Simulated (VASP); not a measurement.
Input of a VASP 6.6.1 run:

File INCAR:

```
SYSTEM = NaH
  PREC = Accurate
  ENCUT = 600
  EDIFF = 1E-7
  ISMEAR = 0
  SIGMA = 0.1
  LREAL = .False.
  LASPH = .True.
  NELM = 60
  ALGO = Normal
  ISIF = 3
  LWAVE = .False.
  LCHARG = .False.
  GGA = PE
  IBRION = 2
  NSW = 90
  EDIFFG = -0.04
```

File KPOINTS:

```
regular mesh
0
Gamma
  6 6 4
  0 0 0
```

The input POSCAR:

```
NaH
1.0
    3.4098049900      0.0000000000      0.0000000000
    0.0000000000      3.4130756200      0.0000000000
    0.0000000000      0.0000000000      4.9909900500
Na H
2 2
Direct
    0.0000000000      0.0000000000      0.7395069900
    0.5000000000      0.5000000000      0.2604930100
    0.0000000000      0.0000000000      0.3381147500
    0.5000000000      0.5000000000      0.6618852500
```

Potentials or basis: VASP PAW PBE potentials, release 64 (Na_pv, H).

Run with:

```console
$ cat potpaw_PBE.64/Na_pv/POTCAR potpaw_PBE.64/H/POTCAR > POTCAR
$ mpirun -np 1 vasp_std > vasp.out
```

**Question.** What does it give for the relaxed volume?

**Answer.** 14.11 Å³/atom.

**Question.** Predict the band gap on the k mesh.

**Answer.** 3.76 eV, indirect (least direct gap 4.62 eV).

Final structure:
```xyz
4
Lattice="3.4120 0.0000 0.0000 0.0000 3.4120 0.0000 0.0000 0.0000 4.8494" Properties=species:S:1:pos:R:3 pbc="T T T"
Na    0.0000    0.0000    3.6285
Na    1.7060    1.7060    1.2209
H     0.0000    0.0000    1.2045
H     1.7060    1.7060    3.6449
```

A k mesh can miss the band edges. A hybrid or GW would open this gap; PBE tends to underestimate it.
